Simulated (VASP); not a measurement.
# C (a cell with a defect): electric field gradients with PBE

System: C (a cell with a defect).

```
CELL_PARAMETERS angstrom
7.41000 0.00000 0.00000
-3.70500 6.41725 0.00000
0.00000 0.00000 6.79000
ATOMIC_POSITIONS crystal
C 0.00000 0.33333 0.00000
C 0.00000 0.66667 0.00000
C 0.33333 0.00000 0.00000
C 0.33333 0.33333 0.00000
C 0.33333 0.66667 0.00000
C 0.66667 0.00000 0.00000
C 0.66667 0.33333 0.00000
C 0.66667 0.66667 0.00000
C 0.00000 0.00000 0.50000
C 0.00000 0.33333 0.50000
C 0.00000 0.66667 0.50000
C 0.33333 0.00000 0.50000
C 0.33333 0.33333 0.50000
C 0.33333 0.66667 0.50000
C 0.66667 0.00000 0.50000
C 0.66667 0.33333 0.50000
C 0.66667 0.66667 0.50000
C 0.11111 0.22222 0.00500
C 0.11111 0.55556 0.00500
C 0.11111 0.88889 0.00500
C 0.44444 0.22222 0.00500
C 0.44444 0.55556 0.00500
C 0.44444 0.88889 0.00500
C 0.77778 0.22222 0.00500
C 0.77778 0.55556 0.00500
C 0.77778 0.88889 0.00500
C 0.22222 0.11111 0.50500
C 0.22222 0.44444 0.50500
C 0.22222 0.77778 0.50500
C 0.55556 0.11111 0.50500
C 0.55556 0.44444 0.50500
C 0.55556 0.77778 0.50500
C 0.88889 0.11111 0.50500
C 0.88889 0.44444 0.50500
C 0.88889 0.77778 0.50500
```

This cell differs from its parent crystal: atoms taken out.

| Item | Value |
| --- | --- |
| Program | VASP 6.6.1 |
| Task | electric field gradients |
| Functional | PBE |
| Potentials or basis | VASP PAW PBE potentials, release 64 (C) |
| Cutoff | 520 eV |
| k mesh | 3 × 3 × 3 |
| Occupations | fermi-dirac, width 0.01 eV |
| Spin | collinear spin |
| Dipole correction | no |
| Further INCAR settings | LREAL = Auto; ALGO = Normal; EDIFF = 1e-08; NBANDS = 97 |

The pressure is -2.3 GPa, the largest force is 2.035 eV/Å and the net moment is 0.26 μB per cell. The site moments are C -0.00, +0.00, +0.05 (each value once) μB, the largest electric field gradient by atom is C +25.5, +28.9, +33.9, +32.3, +30.3, +31.7, +31.6, +40.7, +21.6, +18.9, +21.7, +32.0, +31.9 (each value once) V/Å² and the valence electrons inside the program's atomic spheres are C 2.62, 2.64, 2.63, 2.42, 2.65 (each value once).

Forces in eV/Å, atoms in the order of the input:
```
C    0.299 -1.959  0.463
C   -1.547  1.239  0.463
C   -1.846  0.720  0.463
C   -0.299 -1.959  0.463
C    0.000  0.000  0.580
C    1.846  0.720  0.463
C    0.000  0.000  0.574
C    1.547  1.239  0.463
C    0.000  0.000  0.563
C   -0.005 -0.031  0.567
C   -0.029  0.011  0.567
C   -0.024  0.020  0.567
C    0.005 -0.031  0.567
C    0.000  0.000  0.570
C    0.024  0.020  0.567
C    0.000  0.000  0.569
C    0.029  0.011  0.567
C    0.000  1.569 -0.277
C    0.803  0.463 -0.507
C    1.359 -0.784 -0.277
C    0.666  0.384 -0.523
C   -0.803  0.463 -0.507
C    0.000 -0.927 -0.507
C   -0.666  0.384 -0.523
C    0.000 -0.769 -0.523
C   -1.359 -0.784 -0.277
C    0.014  0.008 -0.569
C    0.000 -0.036 -0.570
C   -0.031  0.018 -0.570
C    0.000 -0.021 -0.566
C   -0.018  0.010 -0.566
C    0.031  0.018 -0.570
C   -0.014  0.008 -0.569
C    0.018  0.010 -0.566
C    0.000 -0.016 -0.569
```

Stress tensor (GPa, compression positive):
```
-4.80  0.00  0.00
 0.00 -4.80  0.00
 0.00  0.00  2.62
```

Levels at points of the mesh, in eV from the Fermi level:
Spin up:
| k point | band 67 | band 68 | band 69 | band 70 | band 71 | band 72 | band 73 | band 74 |
| --- | --- | --- | --- | --- | --- | --- | --- | --- |
| (0.00, 0.00, 0.00) | -0.44 | -0.01 | 0.03 | 0.03 | 0.37 | 0.37 | 0.74 | 0.74 |
Spin down:
| k point | band 66 | band 67 | band 68 | band 69 | band 70 | band 71 | band 72 | band 73 | band 74 | band 75 |
| --- | --- | --- | --- | --- | --- | --- | --- | --- | --- | --- |
| (0.00, 0.00, 0.00) | -2.17 | -0.44 | 0.00 | 0.03 | 0.03 | 0.40 | 0.40 | 0.81 | 1.00 | 1.00 |

Electric field gradients, principal values (V/Å²):
```tsv
atom	least	middle	greatest (by size)
1 C	-5.892	-19.612	25.505
2 C	-5.892	-19.612	25.505
3 C	-5.892	-19.612	25.505
4 C	-5.893	-19.611	25.504
5 C	-14.452	-14.453	28.905
6 C	-5.892	-19.612	25.505
7 C	-16.941	-16.941	33.882
8 C	-5.893	-19.611	25.504
9 C	-16.140	-16.143	32.283
10 C	-15.021	-15.241	30.261
11 C	-15.022	-15.240	30.261
12 C	-15.022	-15.240	30.261
13 C	-15.021	-15.240	30.261
14 C	-15.853	-15.853	31.706
15 C	-15.021	-15.241	30.261
16 C	-15.778	-15.778	31.556
17 C	-15.021	-15.240	30.261
18 C	-6.007	-34.662	40.670
19 C	-5.686	-15.964	21.650
20 C	-6.007	-34.663	40.670
21 C	-6.533	-12.361	18.894
22 C	-5.687	-15.963	21.651
23 C	-5.686	-15.964	21.650
24 C	-6.535	-12.359	18.894
25 C	-6.533	-12.361	18.894
26 C	-6.007	-34.662	40.670
27 C	-15.981	-16.009	31.990
28 C	-15.631	-16.024	31.655
29 C	-15.630	-16.026	31.655
30 C	-15.832	-16.118	31.949
31 C	-15.831	-16.119	31.950
32 C	-15.631	-16.024	31.655
33 C	-15.981	-16.008	31.990
34 C	-15.832	-16.118	31.949
35 C	-15.981	-16.009	31.990
```

Run time: 23 min on 4 MPI ranks on Oxide Virtual Turin-like Processor (shared host), peak memory 0.71 GiB a rank.

Caveat: the cell differs from its parent crystal (atoms taken out); without QUAD_EFG the Cq values of the log hold for a quadrupole moment of 1 mb, not for the nuclei.
